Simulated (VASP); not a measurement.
Runs of VASP 6.6.1 on Ti2Cl. The structure is that of space group P6/mmm (No. 191), or close to it. The cells are those of the table. The cell was built from a structure type or drawn by symmetry, and may not be a known phase.

```tsv
task	spin	cell	k mesh	cutoff (eV)	gap on the mesh (eV)	pressure (GPa)	moment (μB)	relaxed volume (Å³/atom)
single point	collinear	a = 4.657, b = 4.657, c = 2.873 Å, angles 90.0, 90.0, 120.0°, 3 atoms	6 × 6 × 4	520	none	0.0	0.00	-
relaxation of cell and atoms	off	relaxed from a = 4.657, b = 4.657, c = 2.873 Å, angles 90.0, 90.0, 120.0°, 3 atoms	6 × 6 × 6	600	none	0.0	-	(a)
single point	collinear	a = 4.016, b = 4.016, c = 4.125 Å, angles 90.0, 90.0, 120.0°, 3 atoms	6 × 6 × 4	520	none	19.9	0.00	-
single point	off	a = 4.641, b = 4.641, c = 2.864 Å, angles 90.0, 90.0, 120.0°, 3 atoms	6 × 6 × 6	520	none	-0.1	-	-
relaxation of cell and atoms	collinear	relaxed from a = 4.016, b = 4.016, c = 4.125 Å, angles 90.0, 90.0, 120.0°, 3 atoms	6 × 6 × 4	600	none	0.0	0.00	17.95
relaxation of cell and atoms	off	relaxed from a = 4.641, b = 4.641, c = 2.864 Å, angles 90.0, 90.0, 120.0°, 3 atoms	12 × 12 × 16	600	none	-0.1	-	-
single point	off	a = 4.637, b = 4.637, c = 2.865 Å, angles 90.0, 90.0, 120.0°, 3 atoms	12 × 12 × 16	520	none	0.0	-	-
```

Alike in all rows: level PBE; potentials or basis VASP PAW PBE potentials, release 64 (Ti_sv, Cl); smearing gaussian 0.1 eV.

Q: Estimate the missing entries.

A: (a) 17.80.

Caveats: some runs use coarse meshes; an odd number of electrons without spin polarisation forces a metal (at least some runs); a magnetic or distorted state may lie lower (at least some runs); a cell axis changed by over 15 % at a fixed basis, so the end point is rough (at least some runs); the relaxation stopped at its first step, so nothing moved (at least some runs).

A gap of «none» marks levels without a gap at the run's occupations.
